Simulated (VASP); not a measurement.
# Be (Fm-3m) in VASP: further runs, part 3 of 3

VASP 6.6.1.

### 5 Single point, LDA (volume scaled by 0.68)

Input file INCAR:

```
SYSTEM = Be
PREC = Accurate
ENCUT = 520
EDIFF = 1E-6
ISMEAR = -1
SIGMA = 0.05
LREAL = .FALSE.
LASPH = .TRUE.
NELM = 80
ALGO = Normal
ISIF = 2
LWAVE = .FALSE.
LCHARG = .FALSE.
GGA = CA
NBANDS = 7
```

Input file KPOINTS:

```
regular mesh
0
G
  21 21 21
  0 0 0
```

Input file POSCAR:

```
Be
1.0
    0.0000000000      1.3659388634      1.3659388634
    1.3659388634      0.0000000000      1.3659388634
    1.3659388634      1.3659388634      0.0000000000
Be
1
Direct
    0.0000000000      0.0000000000      0.0000000000
```

Potentials or basis: VASP PAW LDA potentials, release 64 (Be).

Command:

```sh
$ cat potpaw_LDA.64/Be/POTCAR > POTCAR
$ mpirun -np 1 vasp_std > vasp.out
```

OUTCAR:

```text
SYSTEM = Be
   PREC = Accurate
   ENCUT = 520
   EDIFF = 1E-6
   ISMEAR = -1
   LREAL = .FALSE.
   LASPH = .TRUE.
   NELM = 80
   ISIF = 2
   GGA = CA

 ion  position               nearest neighbor table
   1  0.000  0.000  0.000-

  LATTYP: Found a face centered cubic cell.
 ALAT       =     2.7318777268

  Lattice vectors:

 A1 = (   0.0000000000,   1.3659388634,   1.3659388634)
 A2 = (   1.3659388634,   0.0000000000,   1.3659388634)
 A3 = (   1.3659388634,   1.3659388634,   0.0000000000)

Analysis of symmetry for initial positions (statically):
=====================================================================
 Subroutine PRICEL returns:
 Original cell was already a primitive cell.

 Routine SETGRP: Setting up the symmetry group for a
 face centered cubic supercell.

 Subroutine GETGRP returns: Found 48 space group operations
 (whereof 48 operations were pure point group operations)
 out of a pool of 48 trial point group operations.

The static configuration has the point symmetry O_h .

Analysis of symmetry for dynamics (positions and initial velocities):
[... 157 lines left out ...]

 val. band max:       11.4160852029   @ k =  -0.2857   0.4762   0.1905
 cond. band min:      11.5621451249   @ k =  -0.3810   0.3333   0.0000
 fundamental gap:      0.1460599220
 Fermi energy:        11.4876557592

 k-point     1 :       0.0000    0.0000    0.0000
  band No.  band energies     occupation
      1      -2.6574      2.00000
      2      38.5321      0.00000
      3      38.5321      0.00000
      4      38.5321      0.00000
      5      49.9069      0.00000
      6      49.9069      0.00000
      7      49.9069      0.00000
[... 221 lines left out ...]
 k-point    24 :      -0.3810    0.0476    0.0000
  band No.  band energies     occupation
      1       2.7976      2.00000
      2      15.9696      0.00000
      3      33.4476      0.00000
      4      34.9623      0.00000
      5      45.2055      0.00000
      6      46.7693      0.00000
      7      51.9595      0.00000

 [... further k-points ...]

------------------------ aborting loop because EDIFF is reached ----------------------------------------

  FORCE on cell =-STRESS in cart. coord.  units (eV):
  Direction    XX          YY          ZZ          XY          YZ          ZX
  --------------------------------------------------------------------------------------
  -------------------------------------------------------------------------------------
  Total        3.1084935      3.1084935      3.1084935     -0.0000000      0.0000000     -0.0000000
  in kB      977.0949271    977.0949271    977.0949271     -0.0000000      0.0000000     -0.0000000
  external PRESSURE =     977.0949271 kB  Pullay stress =       0.0000000 kB

 VOLUME and BASIS-vectors are now :
 -----------------------------------------------------------------------------
  energy-cutoff  :      520.00
  volume of cell :        5.10
      direct lattice vectors                 reciprocal lattice vectors
     0.000000000  1.365938863  1.365938863    -0.366048594  0.366048594  0.366048594
     1.365938863  0.000000000  1.365938863     0.366048594 -0.366048594  0.366048594
     1.365938863  1.365938863  0.000000000     0.366048594  0.366048594 -0.366048594

 POSITION                                       TOTAL-FORCE (eV/Angst)
 -----------------------------------------------------------------------------------
      0.00000      0.00000      0.00000         0.000000      0.000000      0.000000
 -----------------------------------------------------------------------------------
    total drift:                               -0.000000      0.000000     -0.000000

  FREE ENERGIE OF THE ION-ELECTRON SYSTEM (eV)
  ---------------------------------------------------
  free  energy   TOTEN  =        -3.5763098253 eV

  energy  without entropy=       -3.5760361400  energy(sigma->0) =       -3.57617298
```

OSZICAR:

```text
N       E                     dE             d eps       ncg     rms          rms(c)
DAV:   1    -0.255532089633E+01   -0.25553E+01   -0.13402E+03  4599   0.252E+02
DAV:   2    -0.367005013934E+01   -0.11147E+01   -0.11130E+01  5502   0.250E+01
DAV:   3    -0.367067900547E+01   -0.62887E-03   -0.62886E-03  4732   0.563E-01
DAV:   4    -0.367067902137E+01   -0.15900E-07   -0.17630E-07  5922   0.283E-03
DAV:   5    -0.367067902118E+01    0.19159E-09   -0.30462E-12  4669   0.482E-06    0.130E+00
DAV:   6    -0.360326946916E+01    0.67410E-01   -0.41456E-03  4137   0.526E-01    0.796E-01
DAV:   7    -0.357635511208E+01    0.26914E-01   -0.51596E-03  4571   0.610E-01    0.296E-02
DAV:   8    -0.357631345424E+01    0.41658E-04   -0.11745E-05  4606   0.273E-02    0.852E-03
DAV:   9    -0.357630988863E+01    0.35656E-05   -0.17293E-06  4830   0.963E-03    0.137E-03
DAV:  10    -0.357630982533E+01    0.63299E-07   -0.16131E-08  2562   0.978E-04
   1 F= -.35763098E+01 E0= -.35761730E+01  d E =-.273685E-03
```

It took 8.9 s on 1 thread of Intel Xeon 6975P-C, shared host; peak memory 0.11 GiB.

What came out:

- Free energy: -3.5763 eV
- Pressure: 97.7 GPa
- Band gap on the k mesh: zero (band 1 reaches 11.74 eV, above the bottom of band 2 at 11.06 eV)

Levels at points of the mesh, in eV from the Fermi level:
```
           k point  band 1  band 2  band 3  band 4
(0.00, 0.00, 0.00)  -14.15   27.04   27.04   27.04
```

### 6 The runs side by side

| level | potentials or basis | cell | gap on the mesh (eV) | pressure (GPa) |
| --- | --- | --- | --- | --- |
| LDA | VASP PAW LDA potentials, release 64 (Be) | a = 1.766 Å, angles 60.0°, 1 atom | none | 257.4 |
| LDA | VASP PAW LDA potentials, release 64 (Be) | a = 1.853 Å, angles 60.0°, 1 atom | none | 158.8 |
| PBEsol | VASP PAW PBE potentials, release 64 (Be) | a = 1.853 Å, angles 60.0°, 1 atom | none | 170.5 |
| LDA | VASP PAW LDA potentials, release 64 (Be) | a = 1.932 Å, angles 60.0°, 1 atom | none | 97.7 |

Alike in all rows: task single point; no spin polarisation; k mesh 21 × 21 × 21; cutoff (eV) 520; smearing fermi-dirac 0.05 eV.

Caveats: the PAW data sets were made with another functional, which shifts forces and pressure a little (some runs).

Absolute energies hang on the potentials; compare differences alone.
